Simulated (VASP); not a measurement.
# InP (I4/mmm) in VASP: further runs, part 2 of 2

VASP 6.6.1. Earlier steps stand in the parts before.

## 5. Single point, PBEsol

This run uses another cell than the first one, of the same volume but with other edges.

File INCAR:

```
ALGO = Normal
EDIFF = 1E-6
ENCUT = 520
GGA = PS
ISIF = 2
ISMEAR = 0
LASPH = True
LCHARG = False
LREAL = False
LWAVE = False
NBANDS = 16
NELM = 100
PREC = Accurate
SIGMA = 0.15
```

File KPOINTS:

```
k-points
0
Gamma
  16 16 16
```

File POSCAR:

```
InP
1.0
    0.0000000000      2.8941144496      2.7783498716
    2.8941144496      0.0000000000      2.7783498716
    2.8941144496      2.8941144496      0.0000000000
In P
1 1
Direct
    0.0000000000      0.0000000000      0.0000000000
    0.5000000000      0.5000000000      0.5000000000
```

Potentials or basis: VASP PAW PBE potentials, release 64 (In_d, P).

Launch:

```
> cat potpaw_PBE.64/In_d/POTCAR potpaw_PBE.64/P/POTCAR > POTCAR
> mpirun -np 1 vasp_std > vasp.out
```

OUTCAR:

```text
EDIFF = 1E-6
   ENCUT = 520
   GGA = PS
   ISIF = 2
   ISMEAR = 0
   LASPH = True
   LREAL = False
   NELM = 100
   PREC = Accurate

 ion  position               nearest neighbor table
   1  0.000  0.000  0.000-   2 2.78   2 2.78   2 2.89   2 2.89   2 2.89   2 2.89
   2  0.500  0.500  0.500-   1 2.78   1 2.78   1 2.89   1 2.89   1 2.89   1 2.89

  LATTYP: Found a body centered tetragonal cell.
 ALAT       =     4.0928959057
 C/A-ratio  =     1.3576450199

  Lattice vectors:

 A1 = (   0.0000000000,  -2.8941144496,  -2.7783498716)
[... 626 lines left out ...]
      3      -8.1839      2.00000
      4      -8.1803      2.00000
      5      -8.1654      2.00000
      6      -5.4147      2.00000
[... 8 lines left out ...]
     15      13.8503      0.00000
     16      14.7688      0.00000

 [... further k-points ...]
[... 5 lines left out ...]
  --------------------------------------------------------------------------------------
  -------------------------------------------------------------------------------------
  Total       -2.5787606     -2.5787606     -1.8147829      0.0000000      0.0000000      0.0000000
  in kB      -88.7714422    -88.7714422    -62.4722172      0.0000000      0.0000000      0.0000000
  external PRESSURE =     -80.0050339 kB  Pullay stress =       0.0000000 kB

 VOLUME and BASIS-vectors are now :
 -----------------------------------------------------------------------------
  energy-cutoff  :      520.00
  volume of cell :       46.54
      direct lattice vectors                 reciprocal lattice vectors
     0.000000000  2.894114450  2.778349872    -0.172764419  0.172764419  0.179962936
     2.894114450  0.000000000  2.778349872     0.172764419 -0.172764419  0.179962936
     2.894114450  2.894114450  0.000000000     0.172764419  0.172764419 -0.179962936

 POSITION                                       TOTAL-FORCE (eV/Angst)
 -----------------------------------------------------------------------------------
      0.00000      0.00000      0.00000        -0.000000      0.000000     -0.000000
      2.89411      2.89411      2.77835         0.000000     -0.000000      0.000000
 -----------------------------------------------------------------------------------
    total drift:                               -0.000000      0.000000      0.000000

  FREE ENERGIE OF THE ION-ELECTRON SYSTEM (eV)
  ---------------------------------------------------
  free  energy   TOTEN  =        -8.6186400533 eV

  energy  without entropy=       -8.6025833053  energy(sigma->0) =       -8.61061168
```

OSZICAR:

```text
N       E                     dE             d eps       ncg     rms          rms(c)
DAV:   1     0.107458434129E+03    0.10746E+03   -0.83971E+03 11240   0.129E+03
DAV:   2    -0.209276640281E+01   -0.10955E+03   -0.10494E+03 12576   0.301E+02
DAV:   3    -0.871238043718E+01   -0.66196E+01   -0.65388E+01 14640   0.704E+01
DAV:   4    -0.887601760531E+01   -0.16364E+00   -0.16357E+00 14320   0.116E+01
DAV:   5    -0.888345413065E+01   -0.74365E-02   -0.74364E-02 16712   0.215E+00    0.388E+00
DAV:   6    -0.863036758309E+01    0.25309E+00   -0.47376E-01 16928   0.111E+01    0.216E+00
DAV:   7    -0.862070016792E+01    0.96674E-02   -0.57169E-02 15568   0.207E+00    0.914E-01
DAV:   8    -0.861868948856E+01    0.20107E-02   -0.49590E-03 14344   0.803E-01    0.105E-01
DAV:   9    -0.861863204271E+01    0.57446E-04   -0.46515E-04 17856   0.300E-01    0.683E-02
DAV:  10    -0.861863680537E+01   -0.47627E-05   -0.35845E-05 14168   0.545E-02    0.334E-02
DAV:  11    -0.861864002379E+01   -0.32184E-05   -0.73666E-06 15104   0.262E-02    0.414E-03
DAV:  12    -0.861864005329E+01   -0.29497E-07   -0.42636E-07  8480   0.611E-03
   1 F= -.86186401E+01 E0= -.86106117E+01  d E =-.160567E-01
```

stdout:

```text
POSCAR found type information on POSCAR InP
 POSCAR found :  2 types and       2 ions
 scaLAPACK will be used
 -----------------------------------------------------------------------------
|                                                                             |
|                                                                             |
|     You enforced a specific xc type in the INCAR file but a different       |
|     I HOPE YOU KNOW WHAT YOU ARE DOING!                                     |
|                                                                             |
 -----------------------------------------------------------------------------

 LDA part: xc-table for (Slater+PW92), standard interpolation
 POSCAR, INCAR and KPOINTS ok, starting setup
 FFT: planning ... GRIDC
 FFT: planning ... GRID_SOFT
 FFT: planning ... GRID
 WAVECAR not read
 entering main loop
```

Wall time 1.8 min (1 thread of Intel Xeon 6975P-C (Granite Rapids), shared host); peak memory 0.36 GiB.

Results:

| Quantity | Value |
| --- | --- |
| Free energy | -8.6186 eV |
| Pressure | -8.0 GPa |
| Band gap on the k mesh | zero (band 9 reaches 6.16 eV, above the bottom of band 10 at 3.69 eV) |

Stress tensor (GPa, compression positive):
```
-8.88  0.00  0.00
 0.00 -8.88  0.00
 0.00  0.00 -6.25
```

Levels at points of the mesh, in eV from the Fermi level:
```
           k point  band 6  band 7  band 8  band 9  band 10  band 11  band 12  band 13
(0.00, 0.00, 0.00)  -11.39   -0.47   -0.21   -0.09    -0.09     6.94     6.94     7.22
(0.50, 0.00, 0.00)   -9.59   -6.23    0.06    0.20     2.28     3.20     3.57     4.50
(0.50, 0.50, 0.00)   -8.51   -4.47   -2.87   -2.17    -2.17     3.81     8.91     8.91
(0.50, 0.00, 0.50)   -8.83   -4.45   -2.53   -2.25    -1.79     3.98     8.55     9.17
```

Caveat: the PAW data sets were made with another functional, which shifts forces and pressure a little; spin-orbit coupling is left out, which moves the levels of the heavy elements.

## 6. Summary

```tsv
cell	gap on the mesh (eV)	pressure (GPa)
a = 4.112, b = 4.112, c = 3.911 Å, angles 61.6, 61.6, 56.8°, 2 atoms	none	-7.2
a = 3.931, b = 3.931, c = 4.661 Å, angles 53.6, 53.6, 72.7°, 2 atoms	none	19.0
a = 4.496, b = 4.496, c = 3.527 Å, angles 66.9, 66.9, 46.2°, 2 atoms	none	7.6
a = 4.012, b = 4.012, c = 4.093 Å, angles 59.3, 59.3, 61.3°, 2 atoms	none	-8.0
```

Alike in all rows: task single point; level PBEsol; potentials or basis VASP PAW PBE potentials, release 64 (In_d, P); no spin polarisation; k mesh 16 × 16 × 16; cutoff (eV) 520; smearing gaussian 0.15 eV.

Caveats: the PAW data sets were made with another functional, which shifts forces and pressure a little; spin-orbit coupling is left out, which moves the levels of the heavy elements.

Absolute energies hang on the potentials; compare differences alone.
